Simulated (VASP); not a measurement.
# Sb in VASP: single point with revPBE+D3(BJ)

Aim: the single point of Sb with revPBE+D3(BJ).

Everything below comes from runs of VASP 6.6.1. Logs are shortened: lines on timing, memory, paths and dates and some standing lists are left out, and cuts for length are marked.

### Step 1. The cell of the first run

The cell holds a sheet with vacuum, 2 atoms: a = 4.059 Å, b = 4.059 Å, c = 27.100 Å, α = 90.00°, β = 90.00°, γ = 120.00°.

### Step 2. Single point, revPBE+D3(BJ)

Input file INCAR:

```
PREC = Accurate
ENCUT = 400
EDIFF = 1E-6
ISMEAR = 0
SIGMA = 0.03
LREAL = F
LASPH = T
NELM = 120
ALGO = Normal
ISIF = 2
LWAVE = F
LCHARG = F
LDIPOL = T
IDIPOL = 3
DIPOL = 0.5 0.5 0.289
GGA = RE
IVDW = 12
NBANDS = 12
GGA_COMPAT = F
NELMDL = -8
```

Input file KPOINTS:

```
regular mesh
0
Gamma
  12 12 1
```

Input file POSCAR:

```
Sb
1.0
    4.0587739070      0.0000000000      0.0000000000
   -2.0293869535      3.5150013117      0.0000000000
    0.0000000000      0.0000000000     27.1000000030
Sb
2
Direct
    0.3333333333      0.6666666667      0.2580857555
    0.6666666667      0.3333333333      0.3194050194
```

Potentials or basis: VASP PAW PBE potentials, release 64 (Sb).

Command:

```sh
> cat potpaw_PBE.64/Sb/POTCAR > POTCAR
> mpirun -np 1 vasp_std > vasp.out
```

OUTCAR:

```text
PREC = Accurate
   ENCUT = 400
   EDIFF = 1E-6
   ISMEAR = 0
   LREAL = F
   LASPH = T
   NELM = 120
   ISIF = 2
   GGA = RE
   IVDW = 12
   NELMDL = -8
 IVDW          = 12

 ion  position               nearest neighbor table
   1  0.333  0.667  0.258-   2 2.87   2 2.87   2 2.87
   2  0.667  0.333  0.319-   1 2.87   1 2.87   1 2.87

  LATTYP: Found a hexagonal cell.
 ALAT       =     4.0587739070
 C/A-ratio  =     6.6768932254

  Lattice vectors:

 A1 = (   4.0587739070,   0.0000000000,   0.0000000000)
 A2 = (  -2.0293869535,   3.5150013117,   0.0000000000)
 A3 = (   0.0000000000,   0.0000000000,  27.1000000030)

Analysis of symmetry for initial positions (statically):
=====================================================================
 Subroutine PRICEL returns:
 Original cell was already a primitive cell.

 Routine SETGRP: Setting up the symmetry group for a
 hexagonal supercell.

 Subroutine GETGRP returns: Found 12 space group operations
 (whereof  6 operations were pure point group operations)
 out of a pool of 24 trial point group operations.

The static configuration has the point symmetry C_3v.
 The point group associated with its full space group is D_3d.

Analysis of symmetry for dynamics (positions and initial velocities):
=====================================================================
 Subroutine PRICEL returns:
 Original cell was already a primitive cell.

 Routine SETGRP: Setting up the symmetry group for a
 hexagonal supercell.

 Subroutine GETGRP returns: Found 12 space group operations
 (whereof  6 operations were pure point group operations)
 out of a pool of 24 trial point group operations.

The dynamic configuration has the point symmetry C_3v.
 The point group associated with its full space group is D_3d.

 Subroutine INISYM returns: Found 12 space group operations
 (whereof  6 operations are pure point group operations),
 and found     1 'primitive' translations

----------------------------------------------------------------------------------------

                                     Primitive cell

  volume of cell :     386.6247

  direct lattice vectors                    reciprocal lattice vectors
     4.058773907  0.000000000  0.000000000     0.246379824  0.142247458  0.000000000
    -2.029386953  3.515001312  0.000000000     0.000000000  0.284494915  0.000000000
     0.000000000  0.000000000 27.100000003     0.000000000  0.000000000  0.036900369

  length of vectors
     4.058773907  4.058773907 27.100000003     0.284494915  0.284494915  0.036900369

  position of ions in fractional coordinates (direct lattice)
     0.333333333  0.666666667  0.258085755
     0.666666667  0.333333333  0.319405019

  ion indices of the primitive-cell ions
   primitive index   ion index
                 1           1
                 2           2

----------------------------------------------------------------------------------------

 KPOINTS: regular mesh

Automatic generation of k-mesh.
 Grid dimensions read from file:
 generate k-points for:   12   12    1

 Generating k-lattice:

  Cartesian coordinates                     Fractional coordinates (reciprocal lattice)
     0.020531652  0.011853955  0.000000000     0.083333333 -0.000000000  0.000000000
     0.000000000  0.023707910  0.000000000     0.000000000  0.083333333  0.000000000
     0.000000000  0.000000000  0.036900369     0.000000000  0.000000000  1.000000000

  Length of vectors
     0.023707910  0.023707910  0.036900369

  Shift w.r.t. Gamma in fractional coordinates (k-lattice)
     0.000000000  0.000000000  0.000000000

 Subroutine IBZKPT returns following result:
 ===========================================

 Found     19 irreducible k-points:

 Following reciprocal coordinates:
            Coordinates               Weight
  0.000000  0.000000  0.000000      1.000000
  0.083333  0.000000  0.000000      6.000000
  0.166667  0.000000  0.000000      6.000000
  0.250000  0.000000  0.000000      6.000000
  0.333333 -0.000000  0.000000      6.000000
  0.416667 -0.000000  0.000000      6.000000
[... 11 lines left out ...]
  0.333333  0.250000  0.000000     12.000000
  0.333333  0.333333  0.000000      2.000000
   k-points           NKPTS =     19   k-points in BZ     NKDIM =     19   number of bands    NBANDS=     12
   number of dos      NEDOS =    301   number of ions     NIONS =      2
   total plane-waves  NPLWV = 141120
   dimension x,y,z NGX =    28 NGY =   28 NGZ =  180
   dimension x,y,z NGXF=    56 NGYF=   56 NGZF=  360
   ions per type =               2
   NGX,Y,Z   is equivalent  to a cutoff of  11.47, 11.47, 11.04 a.u.
   NGXF,Y,Z  is equivalent  to a cutoff of  22.94, 22.94, 22.08 a.u.
 SYSTEM =  unknown system
   PREC   = accura    normal or accurate (medium, high low for compatibility)
   ISTART =      0    job   : 0-new  1-cont  2-samecut
   ICHARG =      2    charge: 1-file 2-atom 10-const
   ISPIN  =      1    spin polarized calculation?
   LNONCOLLINEAR =      F non collinear calculations
   LSORBIT =      F    spin-orbit coupling
   LASPH  =      T    aspherical Exc in radial PAW
   ENCUT  =  400.0 eV  29.40 Ry    5.42 a.u.   6.62  6.62 44.19*2*pi/ulx,y,z
   NELM   =    120;   NELMIN=  2; NELMDL= -8     # of ELM steps
   EDIFF  = 0.1E-05   stopping-criterion for ELM
   LREAL  =      F    real-space projection
   EDIFFG = 0.1E-04   stopping-criterion for IOM
   NSW    =      0    number of steps for IOM
   IBRION =     -1    ionic relax: 0-MD 1-quasi-New 2-CG
   NFREE  =      0    steps in history (QN), initial steepest desc. (CG)
   ISIF   =      2    stress and relaxation
   ISYM   =      2    0-nonsym 1-usesym 2-fastsym
   POTIM  = 0.5000    time-step for ionic-motion
   TEBEG  =    0.0;   TEEND  =   0.0 temperature during run
   PSTRESS=    0.0 pullay stress
   NELECT =      10.0000    total number of electrons
   NUPDOWN=      -1.0000    fix difference up-down
   EMIN   =  10.00;   EMAX   =-10.00  energy-range for DOS
   EFERMI =   0.00;   METHOD = LEGACY
   ISMEAR =     0;   SIGMA  =   0.03  broadening in eV -4-tet -1-fermi 0-gaus
   EFERMI_NEDOS =   21; number of points for ismear=-14 and -15
   IALGO  =     38    algorithm
   IMIX   =      4    mixing-type and parameters
     AMIX     =   0.40;   BMIX     =  1.00
     AMIX_MAG =   1.60;   BMIX_MAG =  1.00
  volume/ion in A,a.u.               =     193.31      1304.54
  Fermi-wavevector in a.u.,A,eV,Ry     =   0.484148  0.914907  3.189198  0.234399
  Thomas-Fermi vector in A             =   1.483690
   LORBIT       =      0    0 simple, 1 ext, 2 COOP (PROOUT), +10 PAW based schemes
   GGA     = RE    functional components
   LHFCALC =     F    Hartree Fock is set to
   AEXX    =    0.0000 exact exchange contribution
   IVDW    =    12    specifies the selected vdW correction
   LEPSILON=     F    determine dielectric tensor
   LRPA    =     F    only Hartree local field effects (RPA)
 non-spin polarized calculation
 Gauss-broadening in eV      SIGMA  =   0.03
  energy-cutoff  :      400.00
  volume of cell :      386.62
 maximum number of plane-waves:      7097
 NGX is ok and might be reduce to    28
   NGX = 13   NGY = 13   NGZ = 89

 dipolmoment           0.000000      0.000000      0.000000 electrons x Angstroem

 number of electron      10.0000000 magnetization

 dipolmoment           0.000000      0.000000     -0.000000 electrons x Angstroem

 Free energy of the ion-electron system (eV)
  ---------------------------------------------------
  ext. energy  EPLUGINS =         0.00000000
  ---------------------------------------------------
  free energy    TOTEN  =        -7.61944636 eV

  energy without entropy =       -7.61944636  energy(sigma->0) =       -7.61944636

 E-fermi :  -2.6842     XC(G=0):  -2.0143

 val. band max:       -2.8095329035   @ k =   0.0000   0.0000   0.0000
 cond. band min:      -1.6319471166   @ k =   0.3333  -0.0000   0.0000
 fundamental gap:      1.1775857869
 Fermi energy:        -2.6842243042

 k-point     1 :       0.0000    0.0000    0.0000
  band No.  band energies     occupation
      1     -14.3333      2.00000
      2      -9.2939      2.00000
      3      -3.6464      2.00000
      4      -2.8095      2.00000
      5      -2.8095      2.00000
      6      -1.1170      0.00000
      7      -0.0285      0.00000
      8      -0.0285      0.00000
      9       1.2264      0.00000
     10       1.4575      0.00000
     11       1.9313      0.00000
     12       2.2292      0.00000

 k-point     2 :       0.0833    0.0000    0.0000
  band No.  band energies     occupation
      1     -14.2565      2.00000
      2      -9.2829      2.00000
      3      -3.6103      2.00000
      4      -3.5607      2.00000
      5      -2.9902      2.00000
      6      -0.6609      0.00000
      7      -0.0951      0.00000
      8       0.1401      0.00000
      9       1.3378      0.00000
     10       1.5444      0.00000
     11       2.0153      0.00000
     12       2.3169      0.00000

 k-point     3 :       0.1667    0.0000    0.0000
  band No.  band energies     occupation
      1     -14.0287      2.00000
      2      -9.2838      2.00000
      3      -4.6933      2.00000
      4      -3.5320      2.00000
      5      -3.3884      2.00000
      6      -1.0574      0.00000
      7       0.4574      0.00000
      8       0.5156      0.00000
      9       1.6020      0.00000
     10       1.8106      0.00000
     11       2.2625      0.00000
     12       2.5660      0.00000

 k-point     4 :       0.2500    0.0000    0.0000
  band No.  band energies     occupation
      1     -13.6586      2.00000
      2      -9.4091      2.00000
      3      -5.5917      2.00000
      4      -3.8083      2.00000
      5      -3.5382      2.00000
      6      -1.5285      0.00000
      7       0.6169      0.00000
      8       0.6650      0.00000
      9       1.8563      0.00000
     10       2.2088      0.00000
     11       2.6666      0.00000
     12       2.9422      0.00000

 k-point     5 :       0.3333   -0.0000    0.0000
  band No.  band energies     occupation
      1     -13.1691      2.00000
      2      -9.7961      2.00000
      3      -6.0270      2.00000
      4      -4.1493      2.00000
      5      -3.8089      2.00000
      6      -1.6319      0.00000
      7       0.1736      0.00000
      8       0.7131      0.00000
      9       2.3515      0.00000
     10       2.5119      0.00000
     11       3.1137      0.00000
     12       3.4290      0.00000
[... 153 lines left out ...]
      1     -12.0902      2.00000
      2     -10.8309      2.00000
      3      -6.1056      2.00000
      4      -5.0658      2.00000
      5      -4.4617      2.00000
      6      -0.9308      0.00000
      7       0.0991      0.00000
      8       0.3389      0.00000
      9       2.5854      0.00000
     10       4.1763      0.00000
     11       4.3247      0.00000
     12       4.5015      0.00000

 k-point    17 :       0.2500    0.2500    0.0000
  band No.  band energies     occupation
      1     -12.4429      2.00000
      2     -10.4102      2.00000
      3      -6.0010      2.00000
      4      -5.5151      2.00000
      5      -4.0352      2.00000
      6      -0.9608      0.00000
      7      -0.1837      0.00000
      8       1.0485      0.00000
      9       3.2882      0.00000
     10       3.3330      0.00000
     11       3.8268      0.00000
     12       3.9702      0.00000

 k-point    18 :       0.3333    0.2500    0.0000
  band No.  band energies     occupation
      1     -11.9222      2.00000
      2     -10.9227      2.00000
      3      -6.3420      2.00000
      4      -5.1455      2.00000
      5      -4.4342      2.00000
      6      -1.2873      0.00000
      7       0.2845      0.00000
      8       0.8139      0.00000
      9       3.4419      0.00000
     10       3.9572      0.00000
     11       4.1296      0.00000
     12       4.6153      0.00000

 k-point    19 :       0.3333    0.3333    0.0000
  band No.  band energies     occupation
      1     -11.4090      2.00000
      2     -11.4090      2.00000
      3      -6.5200      2.00000
      4      -4.7820      2.00000
      5      -4.7820      2.00000
      6      -1.4957      0.00000
      7       0.6709      0.00000
      8       0.6709      0.00000
      9       3.7394      0.00000
     10       4.5410      0.00000
     11       4.5410      0.00000
     12       4.9812      0.00000

------------------------ aborting loop because EDIFF is reached ----------------------------------------

 vacuum level on the upper side and lower side of the slab       (xc-potential included)        -0.008        -0.008

 Edisp (eV)   -0.92195

 E8    (eV) :    -0.6876

  FORCE on cell =-STRESS in cart. coord.  units (eV):
  Direction    XX          YY          ZZ          XY          YZ          ZX
  --------------------------------------------------------------------------------------
  -------------------------------------------------------------------------------------
  Total       0.00254     0.00254     0.12051     0.00000    -0.00000     0.00000
  in kB       0.01051     0.01051     0.49941     0.00000    -0.00000     0.00000
  external pressure =        0.17 kB  Pullay stress =        0.00 kB

 VOLUME and BASIS-vectors are now :
 -----------------------------------------------------------------------------
  energy-cutoff  :      400.00
  volume of cell :      386.62
      direct lattice vectors                 reciprocal lattice vectors
     4.058773907  0.000000000  0.000000000     0.246379824  0.142247458  0.000000000
    -2.029386953  3.515001312  0.000000000     0.000000000  0.284494915  0.000000000
     0.000000000  0.000000000 27.100000003     0.000000000  0.000000000  0.036900369

 POSITION                                       TOTAL-FORCE (eV/Angst)
 -----------------------------------------------------------------------------------
     -0.00000      2.34333      6.99412        -0.000000      0.000000     -0.076191
      2.02939      1.17167      8.65588         0.000000     -0.000000      0.076191
 -----------------------------------------------------------------------------------
    total drift:                               -0.000000     -0.000000     -0.000001

  FREE ENERGIE OF THE ION-ELECTRON SYSTEM (eV)
  ---------------------------------------------------
  free  energy   TOTEN  =        -8.5414012818 eV

  energy  without entropy=       -8.5414012818  energy(sigma->0) =       -8.54140128

 vacuum level on the upper side and lower side of the slab         1.762         1.762
```

Run time: 66 s. Hardware: 1 thread of Intel Xeon Platinum 8559C (Emerald Rapids), shared host; peak memory 0.35 GiB.

Results:

| Property | Result |
| --- | --- |
| Free energy | -8.5414 eV |
| Largest force | 0.076 eV/Å |
| Band gap on the k mesh | 1.18 eV, indirect (least direct gap 1.69 eV) |
| Dispersion energy per atom | -0.461 eV |

Forces on the atoms (eV/Å):
```
Sb   0.000  0.000 -0.076
Sb   0.000  0.000  0.076
```

Caveat: the PAW data sets were made with another functional, which shifts forces and pressure a little; spin-orbit coupling is left out, which moves the levels of the heavy elements.
